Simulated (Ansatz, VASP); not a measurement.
GaIr2: VASP beside Ansatz

```xyz
3
Lattice="2.7924 0.0000 0.0000 0.0000 2.7924 0.0000 0.0000 0.0000 5.3350" Properties=species:S:1:pos:R:3 pbc="T T T"
Ga    0.0000    0.0000    0.0000
Ir    1.3962    1.3962    1.4405
Ir    1.3962    1.3962    3.8946
```

Change from the starting cell: species swapped into the FeSi2 type (P4/mmm, No. 123).

Alike in both runs: task relaxation of cell and atoms; functional PBE; k mesh 6 × 6 × 4; occupations gaussian, width 0.1 eV; no spin polarisation.

|  | VASP | Ansatz |
| --- | --- | --- |
| version | VASP 6.6.1 | Ansatz 0.2.0 |
| potentials or method | VASP PAW PBE potentials, release 64 (Ga_d, Ir), cutoff 600 eV | scalar-relativistic, plane waves, PAW |
| valence electrons in the cell | 31 | 47 |

VASP gave:

| Item | Value |
| --- | --- |
| gap on the k mesh at the Fermi level, each at its own relaxed structure (eV) | none |
| relaxed volume (Å³/atom) | 15.72 |
| relaxed length of the cell vector where the two differ most in proportion (Å) | 5.766 |

Task: Which values does Ansatz return?

Result: gap on the k mesh at the Fermi level, each at its own relaxed structure (eV): none; relaxed volume (Å³/atom): 15.67; relaxed length of the cell vector where the two differ most in proportion (Å): 5.758.

A gap of «none» marks a metal or a gap that the smearing closes. VASP's potentials hold 31 valence electrons a cell and Ansatz's 47, so a difference there can come from the potentials and not from the codes.

The k mesh is coarse, so the values compare programs but aren't converged. Neither program's run includes spin-orbit coupling.
